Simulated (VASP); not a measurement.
A run of VASP 6.6.1 is set up as follows.

Contents of POSCAR:

```
Ni
1.0
    1.7199358957     -4.0112966864      0.0000000000
    1.7199358957      4.0112966864      0.0000000000
    0.0000000000      0.0000000000      3.3426969073
Ni
4
Direct
    0.1415488268      0.8584511732     -0.0000035035
    0.6415488268      0.3584511732      0.5000035035
    0.8584511732      0.1415488268      1.0000035035
    0.3584511732      0.6415488268      0.4999964965
```

File INCAR.step1:

```
SYSTEM = Ni
PREC = Accurate ; ENCUT = 650
ISMEAR = 0 ; SIGMA = 0.1
LREAL = .FALSE. ; LASPH = .TRUE.
NELM = 200 ; ISPIN = 2
MAGMOM = 0.93 0.93 0.93 0.93 ; LMAXMIX = 4
NBANDS = 48 ; GGA = PE
ALGO = Normal ; EDIFF = 1E-5
LWAVE = .TRUE. ; LCHARG = .FALSE.
GGA_COMPAT = .FALSE.
```

The input INCAR.step2:

```
SYSTEM = Ni
PREC = Accurate ; ENCUT = 650
EDIFF = 1E-6 ; ISMEAR = 0
SIGMA = 0.1 ; LREAL = .FALSE.
LASPH = .TRUE. ; NELM = 200
ALGO = Normal ; ISIF = 2
LWAVE = .FALSE. ; LCHARG = .FALSE.
ISPIN = 2 ; MAGMOM = 0.93 0.93 0.93 0.93
LORBIT = 11 ; LMAXMIX = 4
METAGGA = R2SCAN ; LMIXTAU = .TRUE.
NBANDS = 48 ; ISTART = 1
GGA_COMPAT = .FALSE.
```

Contents of KPOINTS:

```
regular mesh
0
G
  6 6 4
  0 0 0
```

Potentials or basis: VASP PAW PBE potentials, release 64 (Ni_sv_GW).

The run is started by

```bash
$ cat potpaw_PBE.64/Ni_sv_GW/POTCAR > POTCAR
$ cp INCAR.step1 INCAR
$ mpirun -np 1 vasp_std > vasp.out
$ cp INCAR.step2 INCAR
$ mpirun -np 1 vasp_std > vasp.out
```

**Question.** Predict the site moments.

**Answer.** Ni +0.83 μB.

**Question.** Predict the pressure.

**Answer.** -3.2 GPa.

**Question.** Estimate the largest force.

**Answer.** 0.027 eV/Å.

**Question.** What does it give for the net moment?

**Answer.** 3.09 μB per cell.

Forces on the atoms (eV/Å):
```
Ni   0.000 -0.027  0.000
Ni   0.000 -0.027  0.000
Ni   0.000  0.027  0.000
Ni   0.000  0.027  0.000
```

Caveat: the k points lie up to 0.47 Å⁻¹ apart; the PAW data sets were made with another functional, which shifts forces and pressure a little.
